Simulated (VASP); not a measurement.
Runs of VASP 6.6.1 on CdTe. The structure is that of space group F-43m (No. 216), or close to it. The cells are those of the table. 

| task | level | potentials or basis | spin | cell | k mesh | cutoff (eV) | smearing | gap on the mesh (eV) | pressure (GPa) |
| --- | --- | --- | --- | --- | --- | --- | --- | --- | --- |
| single point | PBEsol | VASP PAW PBE potentials, release 64 (Cd, Te) | off | a = 4.589 Å, angles 60.0°, 2 atoms | 6 × 6 × 6 | 520 | fermi-dirac 0.02 eV | 0.65 | 0.2 |
| relaxation of cell and atoms | LDA | VASP PAW LDA potentials, release 64 (Cd, Te) | off | relaxed from a = 4.682 Å, angles 60.0°, 2 atoms | 6 × 6 × 6 | 600 | fermi-dirac 0.02 eV | (a) | 0.0 |
| single point | PBE | VASP PAW PBE potentials, release 64 (Cd, Te) | non-collinear, zero start, SOC | a = 4.639 Å, angles 60.0°, 2 atoms | 6 × 6 × 6 | 520 | fermi-dirac 0.02 eV | - | 1.2 |
| single point | PBE | VASP PAW PBE potentials, release 64 (Cd, Te) | off | a = 4.639 Å, angles 60.0°, 2 atoms | 4 × 4 × 4 | 520 | gaussian 0.01 eV | 0.65 | (b) |
| single point | PBE | VASP PAW PBE potentials, release 64 (Cd, Te) | off | a = 4.639 Å, angles 60.0°, 2 atoms | 6 × 6 × 6 | 520 | fermi-dirac 0.02 eV | 0.66 | 1.1 |

Q: Estimate the missing entries.

A: (a) 0.64; (b) 1.3.

Caveats: spin-orbit coupling is left out, which moves the levels of the heavy elements (some runs); the PAW data sets were made with another functional, which shifts forces and pressure a little (some runs).

A k mesh can miss the band edges, and rows without SOC leave out spin-orbit coupling on Cd, Te.
